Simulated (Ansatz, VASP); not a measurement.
## Ru: VASP beside Ansatz

```
CELL_PARAMETERS angstrom
0.00000 2.22323 1.39886
2.22323 0.00000 1.39886
2.22323 2.22323 0.00000
ATOMIC_POSITIONS crystal
Ru 0.00000 0.00000 0.00000
```

Alike in both runs: task single point; functional PBE; k mesh 22 × 22 × 22; occupations gaussian, width 0.15 eV; no spin polarisation.

|  | VASP | Ansatz |
| --- | --- | --- |
| version | VASP 6.6.1 | Ansatz 0.2.0 |
| potentials or method | VASP PAW PBE potentials, release 64 (Ru_pv), cutoff 520 eV | scalar-relativistic, plane waves, PAW |
| valence electrons in the cell | 14 | 16 |

|  | VASP | Ansatz | Ansatz less VASP |
| --- | --- | --- | --- |
| gap on the k mesh at the Fermi level (eV) | none | none | - |
| pressure (GPa) | 8.4 | 8.5 | +0.11 |
| traceless stress, the component that is largest in VASP (GPa) | -6.12 | -6.14 | -0.024 |

A gap of «none» marks a metal or a gap that the smearing closes. VASP's potentials hold 14 valence electrons a cell and Ansatz's 16, so a difference there can come from the potentials and not from the codes.
